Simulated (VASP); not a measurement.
# SnSe (P4/nmm) in VASP: a series of runs

Runs on SnSe. Level: r2SCAN. Tasks: single point.

All numbers are computed with VASP 6.6.1; they aren't measurements. Logs are shortened: lines on timing, memory, paths and dates and some standing lists are left out, and cuts for length are marked.

### Step 1. The cell of the first run

The structure is tetragonal, space group P4/nmm (No. 129). Conventional cell: a = 4.158 Å, b = 4.158 Å, c = 10.660 Å, α = 90.00°, β = 90.00°, γ = 90.00°. Within 3.4 Å of Sn (site symmetry 4mm) lie 5 Se at 2.60 to 2.94 Å. Se (site symmetry 4mm) has 5 Sn at 2.60 to 2.94 Å within 3.4 Å.

### Step 2. Single point, r2SCAN (strain -0.030 along x and y, -0.030 along z)

File POSCAR:

```
SnSe
1.0
    4.1575119741      0.0000000000      0.0000000000
    0.0000000000      4.1575119741      0.0000000000
    0.0000000000      0.0000000000     10.6601534985
Sn Se
2 2
Direct
    0.5000000000      0.0000000000      0.3713940256
    0.0000000000      0.5000000000      0.6286059744
    0.5000000000      0.0000000000      0.6150878817
    0.0000000000      0.5000000000      0.3849121183
```

File INCAR.step1:

```
ALGO     = Normal         # electronic algorithm
EDIFF    = 1E-4           # SCF threshold, eV
ENCUT    = 520            # plane-wave cutoff, eV
GGA      = PE             # functional
ISMEAR   = 0              # smearing method
LASPH    = T              # aspherical terms in the spheres
LCHARG   = F              # write CHGCAR
LREAL    = F              # projectors in reciprocal space
LWAVE    = T              # write WAVECAR
NBANDS   = 28             # bands
NELM     = 60             # most SCF steps
PREC     = Accurate       # precision mode
SIGMA    = 0.05           # smearing width, eV
```

File INCAR.step2:

```
ALGO     = Normal         # electronic algorithm
EDIFF    = 1E-6           # SCF threshold, eV
ENCUT    = 520            # plane-wave cutoff, eV
ISIF     = 2              # what is computed and relaxed
ISMEAR   = 0              # smearing method
ISTART   = 1            
LASPH    = T              # aspherical terms in the spheres
LCHARG   = F              # write CHGCAR
LMIXTAU  = T            
LREAL    = F              # projectors in reciprocal space
LWAVE    = F              # write WAVECAR
METAGGA  = R2SCAN         # meta-GGA
NBANDS   = 28             # bands
NELM     = 60             # most SCF steps
PREC     = Accurate       # precision mode
SIGMA    = 0.05           # smearing width, eV
```

File KPOINTS:

```
k-points
0
Gamma
  6 6 4
```

Potentials or basis: VASP PAW PBE potentials, release 64 (Sn_d, Se).

On the command line:

```
cat potpaw_PBE.64/Sn_d/POTCAR potpaw_PBE.64/Se/POTCAR > POTCAR
cp INCAR.step1 INCAR
mpirun -np 1 vasp_std > vasp.out
cp INCAR.step2 INCAR
mpirun -np 1 vasp_std > vasp.out
```

OUTCAR:

```text
EDIFF = 1E-6
   ENCUT = 520
   ISIF = 2
   ISMEAR = 0
   ISTART = 1
   LASPH = T
   LREAL = F
   METAGGA = R2SCAN
   NELM = 60
   PREC = Accurate

 ion  position               nearest neighbor table
   1  0.500  0.000  0.371-   3 2.60   4 2.94   4 2.94   4 2.94   4 2.94
   2  0.000  0.500  0.629-   4 2.60   3 2.94   3 2.94   3 2.94   3 2.94
   3  0.500  0.000  0.615-   1 2.60   2 2.94   2 2.94   2 2.94   2 2.94
   4  0.000  0.500  0.385-   2 2.60   1 2.94   1 2.94   1 2.94   1 2.94

  LATTYP: Found a simple tetragonal cell.
 ALAT       =     4.1575119741
 C/A-ratio  =     2.5640704260

  Lattice vectors:

 A1 = (   4.1575119741,   0.0000000000,   0.0000000000)
 A2 = (   0.0000000000,   4.1575119741,   0.0000000000)
 A3 = (   0.0000000000,   0.0000000000,  10.6601534985)

Analysis of symmetry for initial positions (statically):
=====================================================================
 Subroutine PRICEL returns:
 Original cell was already a primitive cell.

 Routine SETGRP: Setting up the symmetry group for a
 simple tetragonal supercell.

 Subroutine GETGRP returns: Found 16 space group operations
 (whereof  8 operations were pure point group operations)
 out of a pool of 16 trial point group operations.

The static configuration has the point symmetry D_2d.
 The point group associated with its full space group is D_4h.

Analysis of symmetry for dynamics (positions and initial velocities):
=====================================================================
 Subroutine PRICEL returns:
 Original cell was already a primitive cell.

 Routine SETGRP: Setting up the symmetry group for a
 simple tetragonal supercell.

 Subroutine GETGRP returns: Found 16 space group operations
 (whereof  8 operations were pure point group operations)
 out of a pool of 16 trial point group operations.

The dynamic configuration has the point symmetry D_2d.
 The point group associated with its full space group is D_4h.

 Subroutine INISYM returns: Found 16 space group operations
 (whereof  8 operations are pure point group operations),
 and found     1 'primitive' translations

----------------------------------------------------------------------------------------

                                     Primitive cell

  volume of cell :     184.2597

  direct lattice vectors                    reciprocal lattice vectors
     4.157511974  0.000000000  0.000000000     0.240528471  0.000000000  0.000000000
     0.000000000  4.157511974  0.000000000     0.000000000  0.240528471  0.000000000
     0.000000000  0.000000000 10.660153498     0.000000000  0.000000000  0.093807280

  length of vectors
     4.157511974  4.157511974 10.660153498     0.240528471  0.240528471  0.093807280

  position of ions in fractional coordinates (direct lattice)
     0.500000000  0.000000000  0.371394026
     0.000000000  0.500000000  0.628605974
     0.500000000  0.000000000  0.615087882
     0.000000000  0.500000000  0.384912118

  ion indices of the primitive-cell ions
   primitive index   ion index
                 1           1
                 2           2
                 3           3
                 4           4

----------------------------------------------------------------------------------------

 KPOINTS: k-points

Automatic generation of k-mesh.
 Grid dimensions read from file:
 generate k-points for:    6    6    4

 Generating k-lattice:

  Cartesian coordinates                     Fractional coordinates (reciprocal lattice)
     0.040088079  0.000000000  0.000000000     0.166666667  0.000000000  0.000000000
     0.000000000  0.040088079  0.000000000     0.000000000  0.166666667  0.000000000
     0.000000000  0.000000000  0.023451820     0.000000000  0.000000000  0.250000000

  Length of vectors
     0.040088079  0.040088079  0.023451820

  Shift w.r.t. Gamma in fractional coordinates (k-lattice)
     0.000000000  0.000000000  0.000000000

 Subroutine IBZKPT returns following result:
 ===========================================

 Found     30 irreducible k-points:

 Following reciprocal coordinates:
            Coordinates               Weight
  0.000000  0.000000  0.000000      1.000000
  0.166667  0.000000  0.000000      4.000000
  0.333333  0.000000  0.000000      4.000000
  0.500000  0.000000  0.000000      2.000000
  0.166667  0.166667  0.000000      4.000000
  0.333333  0.166667  0.000000      8.000000
[... 16 lines left out ...]
  0.333333  0.000000  0.500000      4.000000
  0.500000  0.000000  0.500000      2.000000
 [... further k-points ...]
   k-points           NKPTS =     30   k-points in BZ     NKDIM =     30   number of bands    NBANDS=     28
   number of dos      NEDOS =    301   number of ions     NIONS =      4
   total plane-waves  NPLWV =  81920
   dimension x,y,z NGX =    32 NGY =   32 NGZ =   80
   dimension x,y,z NGXF=    64 NGYF=   64 NGZF=  160
   ions per type =               2   2
   NGX,Y,Z   is equivalent  to a cutoff of  12.80, 12.80, 12.48 a.u.
   NGXF,Y,Z  is equivalent  to a cutoff of  25.59, 25.59, 24.95 a.u.
 SYSTEM =  unknown system
   PREC   = accura    normal or accurate (medium, high low for compatibility)
   ISTART =      1    job   : 0-new  1-cont  2-samecut
   ICHARG =      0    charge: 1-file 2-atom 10-const
   ISPIN  =      1    spin polarized calculation?
   LNONCOLLINEAR =      F non collinear calculations
   LSORBIT =      F    spin-orbit coupling
   LASPH  =      T    aspherical Exc in radial PAW
   ENCUT  =  520.0 eV  38.22 Ry    6.18 a.u.   7.73  7.73 19.82*2*pi/ulx,y,z
   NELM   =     60;   NELMIN=  2; NELMDL=  0     # of ELM steps
   EDIFF  = 0.1E-05   stopping-criterion for ELM
   LREAL  =      F    real-space projection
   EDIFFG = 0.1E-04   stopping-criterion for IOM
   NSW    =      0    number of steps for IOM
   IBRION =     -1    ionic relax: 0-MD 1-quasi-New 2-CG
   NFREE  =      0    steps in history (QN), initial steepest desc. (CG)
   ISIF   =      2    stress and relaxation
   ISYM   =      2    0-nonsym 1-usesym 2-fastsym
   POTIM  = 0.5000    time-step for ionic-motion
   TEBEG  =    0.0;   TEEND  =   0.0 temperature during run
   PSTRESS=    0.0 pullay stress
   NELECT =      40.0000    total number of electrons
   NUPDOWN=      -1.0000    fix difference up-down
   EMIN   =  10.00;   EMAX   =-10.00  energy-range for DOS
   EFERMI =   0.00;   METHOD = LEGACY
   ISMEAR =     0;   SIGMA  =   0.05  broadening in eV -4-tet -1-fermi 0-gaus
   EFERMI_NEDOS =   21; number of points for ismear=-14 and -15
   IALGO  =     38    algorithm
   IMIX   =      4    mixing-type and parameters
     AMIX     =   0.40;   BMIX     =  1.00
     AMIX_MAG =   1.60;   BMIX_MAG =  1.00
  volume/ion in A,a.u.               =      46.06       310.86
  Fermi-wavevector in a.u.,A,eV,Ry     =   0.983901  1.859303 13.171268  0.968061
  Thomas-Fermi vector in A             =   2.115093
   LORBIT       =      0    0 simple, 1 ext, 2 COOP (PROOUT), +10 PAW based schemes
   METAGGA = R2SCAN    functional components
   LHFCALC =     F    Hartree Fock is set to
   AEXX    =    0.0000 exact exchange contribution
   IVDW    =     0    specifies the selected vdW correction
   LEPSILON=     F    determine dielectric tensor
   LRPA    =     F    only Hartree local field effects (RPA)
 non-spin polarized calculation
 Gauss-broadening in eV      SIGMA  =   0.05
  energy-cutoff  :      520.00
  volume of cell :      184.26
 maximum number of plane-waves:      4999
 NGX is ok and might be reduce to    32
   NGX = 15   NGY = 15   NGZ = 39

 number of electron      39.9999975 magnetization

 Free energy of the ion-electron system (eV)
  ---------------------------------------------------
  ext. energy  EPLUGINS =         0.00000000
  ---------------------------------------------------
  free energy    TOTEN  =       -79.41262013 eV

  energy without entropy =      -79.41262013  energy(sigma->0) =      -79.41262013

 E-fermi :   1.4497     XC(G=0):  -6.5334

 val. band max:        1.2029457104   @ k =   0.3333   0.0000   0.5000
 cond. band min:       2.6861491018   @ k =   0.0000   0.0000   0.5000
 fundamental gap:      1.4832033914
 Fermi energy:         1.4496646402

 k-point     1 :       0.0000    0.0000    0.0000
  band No.  band energies     occupation
      1     -20.7164      2.00000
      2     -20.7164      2.00000
      3     -20.7136      2.00000
      4     -20.7085      2.00000
      5     -20.7037      2.00000
      6     -20.6661      2.00000
[... 20 lines left out ...]
     27       7.3574      0.00000
     28       7.7798      0.00000

 k-point     2 :       0.1667    0.0000    0.0000
  band No.  band energies     occupation
      1     -20.7164      2.00000
      2     -20.7139      2.00000
      3     -20.7091      2.00000
      4     -20.7080      2.00000
      5     -20.7058      2.00000
      6     -20.6667      2.00000
[... 20 lines left out ...]
     27       7.1222      0.00000
     28       7.2726      0.00000

 k-point     3 :       0.3333    0.0000    0.0000
  band No.  band energies     occupation
      1     -20.7214      2.00000
      2     -20.7167      2.00000
      3     -20.7079      2.00000
      4     -20.7018      2.00000
      5     -20.6925      2.00000
      6     -20.6695      2.00000
[... 20 lines left out ...]
     27       6.4949      0.00000
     28       8.1462      0.00000

 k-point     4 :       0.5000    0.0000    0.0000
  band No.  band energies     occupation
      1     -20.7224      2.00000
      2     -20.7224      2.00000
      3     -20.7025      2.00000
      4     -20.7025      2.00000
      5     -20.6776      2.00000
      6     -20.6776      2.00000
[... 578 lines left out ...]
     27       6.6449      0.00000
     28       7.1672      0.00000

 k-point    23 :       0.3333    0.0000    0.5000
  band No.  band energies     occupation
      1     -20.7214      2.00000
      2     -20.7167      2.00000
      3     -20.7079      2.00000
      4     -20.7018      2.00000
      5     -20.6925      2.00000
      6     -20.6695      2.00000
[... 20 lines left out ...]
     27       7.1624      0.00000
     28       7.9269      0.00000

 k-point    24 :       0.5000    0.0000    0.5000
  band No.  band energies     occupation
      1     -20.7224      2.00000
      2     -20.7224      2.00000
      3     -20.7025      2.00000
      4     -20.7025      2.00000
      5     -20.6776      2.00000
      6     -20.6776      2.00000
[... 20 lines left out ...]
     27       7.9640      0.00000
     28       7.9640      0.00000

 [... further k-points ...]

------------------------ aborting loop because EDIFF is reached ----------------------------------------

  FORCE on cell =-STRESS in cart. coord.  units (eV):
  Direction    XX          YY          ZZ          XY          YZ          ZX
  --------------------------------------------------------------------------------------
  -------------------------------------------------------------------------------------
  Total        3.5873408      3.5873408      3.4731745      0.0000000      0.0000000      0.0000000
  in kB       31.1926836     31.1926836     30.1999836      0.0000000      0.0000000      0.0000000
  external PRESSURE =      30.8617836 kB  Pullay stress =       0.0000000 kB

 VOLUME and BASIS-vectors are now :
 -----------------------------------------------------------------------------
  energy-cutoff  :      520.00
  volume of cell :      184.26
      direct lattice vectors                 reciprocal lattice vectors
     4.157511974  0.000000000  0.000000000     0.240528471  0.000000000  0.000000000
     0.000000000  4.157511974  0.000000000     0.000000000  0.240528471  0.000000000
     0.000000000  0.000000000 10.660153498     0.000000000  0.000000000  0.093807280

 POSITION                                       TOTAL-FORCE (eV/Angst)
 -----------------------------------------------------------------------------------
      2.07876      0.00000      3.95912        -0.000000      0.000000     -0.757695
      0.00000      2.07876      6.70104         0.000000      0.000000      0.757695
      2.07876      0.00000      6.55693         0.000000      0.000000      0.587670
      0.00000      2.07876      4.10322        -0.000000      0.000000     -0.587670
 -----------------------------------------------------------------------------------
    total drift:                                0.000000      0.000000      0.000000

  FREE ENERGIE OF THE ION-ELECTRON SYSTEM (eV)
  ---------------------------------------------------
  free  energy   TOTEN  =       -79.4126201307 eV

  energy  without entropy=      -79.4126201307  energy(sigma->0) =      -79.41262013
```

Wall time 5.7 min (1 thread of Intel Xeon Platinum 8375C at 2.90GHz (Ice Lake), shared host); peak memory 0.39 GiB.

Results:

| Item | Value |
| --- | --- |
| Free energy | -79.4126 eV |
| Pressure | 3.1 GPa |
| Largest force | 0.758 eV/Å |
| Band gap on the k mesh | 1.48 eV (least direct gap 1.64 eV) |

Forces on the atoms (eV/Å):
```
Sn   0.000  0.000 -0.758
Sn   0.000  0.000  0.758
Se   0.000  0.000  0.588
Se   0.000  0.000 -0.588
```

Caveat: the cell differs from its parent crystal (strain -0.030 along x and y, -0.030 along z); the cell stands under pressure; the PAW data sets were made with another functional, which shifts forces and pressure a little; spin-orbit coupling is left out, which moves the levels of the heavy elements. A k mesh can miss the band edges.

### Step 3. Single point, r2SCAN (strain -0.030 along x and y, +0.000 along z)

POSCAR: that of step 2 with these lines changed.

```diff
@@ -4,3 +4,3 @@
     0.0000000000      4.1575119741      0.0000000000
-    0.0000000000      0.0000000000     10.6601534985
+    0.0000000000      0.0000000000     10.9898489675
 Sn Se
```

File INCAR.step1:

```
PREC     = Accurate       # precision mode
ENCUT    = 520            # plane-wave cutoff, eV
ISMEAR   = 0              # smearing method
SIGMA    = 0.05           # smearing width, eV
LREAL    = F              # projectors in reciprocal space
LASPH    = T              # aspherical terms in the spheres
NELM     = 80             # most SCF steps
NBANDS   = 28             # bands
GGA      = PE             # functional
ALGO     = Normal         # electronic algorithm
EDIFF    = 1E-4           # SCF threshold, eV
LWAVE    = T              # write WAVECAR
LCHARG   = F              # write CHGCAR
```

File INCAR.step2:

```
PREC     = Accurate       # precision mode
ENCUT    = 520            # plane-wave cutoff, eV
EDIFF    = 1E-6           # SCF threshold, eV
ISMEAR   = 0              # smearing method
SIGMA    = 0.05           # smearing width, eV
LREAL    = F              # projectors in reciprocal space
LASPH    = T              # aspherical terms in the spheres
NELM     = 80             # most SCF steps
ALGO     = Normal         # electronic algorithm
ISIF     = 2              # what is computed and relaxed
LWAVE    = F              # write WAVECAR
LCHARG   = F              # write CHGCAR
METAGGA  = R2SCAN         # meta-GGA
LMIXTAU  = T            
NBANDS   = 28             # bands
ISTART   = 1
```

File KPOINTS:

```
regular mesh
0
Gamma
  6 6 4
```

Potentials or basis: VASP PAW PBE potentials, release 64 (Sn_d, Se).

On the command line:

```
cat potpaw_PBE.64/Sn_d/POTCAR potpaw_PBE.64/Se/POTCAR > POTCAR
cp INCAR.step1 INCAR
mpirun -np 1 vasp_std > vasp.out
cp INCAR.step2 INCAR
mpirun -np 1 vasp_std > vasp.out
```

Run time: 6.1 min. Hardware: 1 thread of Intel Xeon Platinum 8375C at 2.90GHz (Ice Lake), shared host; peak memory 0.4 GiB.

It converged, with:

```yaml
Free_energy: -79.4768 eV
Largest_force: 0.218 eV/Å
Band_gap_on_the_k_mesh: 1.38 eV (least direct gap 1.74 eV)
```

Forces on the atoms (eV/Å):
```
Sn   0.000  0.000 -0.218
Sn   0.000  0.000  0.218
Se   0.000  0.000  0.085
Se   0.000  0.000 -0.085
```

Levels at points of the mesh, in eV from the valence-band top:
| k point | band 16 | band 17 | band 18 | band 19 | band 20 | band 21 | band 22 | band 23 | band 24 | band 25 |
| --- | --- | --- | --- | --- | --- | --- | --- | --- | --- | --- |
| (0.00, 0.00, 0.00) | -3.59 | -3.59 | -2.22 | -2.22 | -0.39 | 1.51 | 3.88 | 3.92 | 5.08 | 5.08 |
| (0.50, 0.00, 0.00) | -2.75 | -1.90 | -1.90 | -0.15 | -0.15 | 1.82 | 1.82 | 2.20 | 2.20 | 3.27 |
| (0.50, 0.50, 0.00) | -5.54 | -3.94 | -3.94 | -2.04 | -2.04 | 3.81 | 3.81 | 4.83 | 4.83 | 5.64 |
| (0.00, 0.00, 0.50) | -3.59 | -3.59 | -2.22 | -2.22 | -0.39 | 1.38 | 3.92 | 4.96 | 5.07 | 5.08 |
| (0.50, 0.00, 0.50) | -2.75 | -1.90 | -1.90 | -0.15 | -0.15 | 1.82 | 1.82 | 2.20 | 2.20 | 3.20 |
| (0.50, 0.50, 0.50) | -5.54 | -3.94 | -3.94 | -2.03 | -2.03 | 3.78 | 3.78 | 4.88 | 4.88 | 5.58 |

Caveat: the cell differs from its parent crystal (strain -0.030 along x and y, +0.000 along z); there is no dipole correction, which matters where the two faces differ; the PAW data sets were made with another functional, which shifts forces and pressure a little; spin-orbit coupling is left out, which moves the levels of the heavy elements.

[end of part 1 of 2]
